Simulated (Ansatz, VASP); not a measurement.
## HRh6 in VASP and in Ansatz

```xyz
14
Lattice="5.4166 0.0000 0.0000 -2.7083 4.6909 0.0000 0.0000 0.0000 22.2966" Properties=species:S:1:pos:R:3 pbc="T T T"
Rh    1.3541    0.7818    4.0000
Rh    0.0000    3.1273    4.0000
Rh    4.0624    0.7818    4.0000
Rh    2.7083    3.1273    4.0000
Rh    0.0000    1.5636    6.1489
Rh   -1.3541    3.9091    6.1489
Rh    2.7083    1.5636    6.1489
Rh    1.3541    3.9091    6.1489
Rh    0.0000    0.0000    8.2966
Rh   -1.3541    2.3455    8.2966
Rh    2.7083    0.0000    8.2966
Rh    1.3541    2.3455    8.2966
H     0.0000    1.7550   10.0266
H     0.0000    2.9360   10.0266
```

Alike in both runs: task single point; functional PBE; k mesh 6 × 6 × 1; occupations gaussian, width 0.1 eV; no spin polarisation.

```csv
,VASP,Ansatz
version,VASP 6.6.1,Ansatz 0.2.0
potentials or method,"VASP PAW PBE potentials, release 64 (Rh_pv, H), cutoff 520 eV","scalar-relativistic, plane waves, PAW"
valence electrons in the cell,182,206
```

|  | VASP | Ansatz | Ansatz less VASP |
| --- | --- | --- | --- |
| gap on the k mesh at the Fermi level (eV) | none | none | - |
| rms of the force components (eV/Å) | 0.449 | 0.448 | -0.0002 |

Atom by atom the forces differ by 0.001 eV/Å (rms over components). A gap of «none» marks a metal or a gap that the smearing closes. With one functional, cell and mesh, what is left measures potentials, basis and numerics. VASP's potentials hold 182 valence electrons a cell and Ansatz's 206, so a difference there can come from the potentials and not from the codes.
